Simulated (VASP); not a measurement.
A run of VASP 6.6.1:

File INCAR:

```
  ALGO = Fast
  EDIFF = 1E-6
  ENCUT = 520
  GGA = PE
  ISIF = 2
  ISMEAR = 0
  LASPH = True
  LCHARG = False
  LREAL = False
  LWAVE = False
  NBANDS = 12
  NELM = 100
  PREC = Accurate
  SIGMA = 0.1
```

Contents of KPOINTS:

```
k-points
0
Gamma
  18 18 18
```

POSCAR

```
Cd
1.0
    1.6123065090      0.9308655970      2.4190632034
   -1.6123065090      0.9308655970      2.4190632034
    0.0000000000     -1.8617311941      2.4190632034
Cd
1
Direct
    0.0000000000      0.0000000000      0.0000000000
```

Potentials or basis: VASP PAW PBE potentials, release 64 (Cd).

Command:

```bash
$ cat potpaw_PBE.64/Cd/POTCAR > POTCAR
$ mpirun -np 1 vasp_std > vasp.out
```

Hardware: 1 thread of Oxide Virtual Turin-like Processor, with other jobs on the host.

Question: Estimate the wall time of this run.

Answer: Run time: 97 s on 1 thread of Oxide Virtual Turin-like Processor, with other jobs on the host, peak memory 0.22 GiB. Counts: scf iterations 11, k points 580.
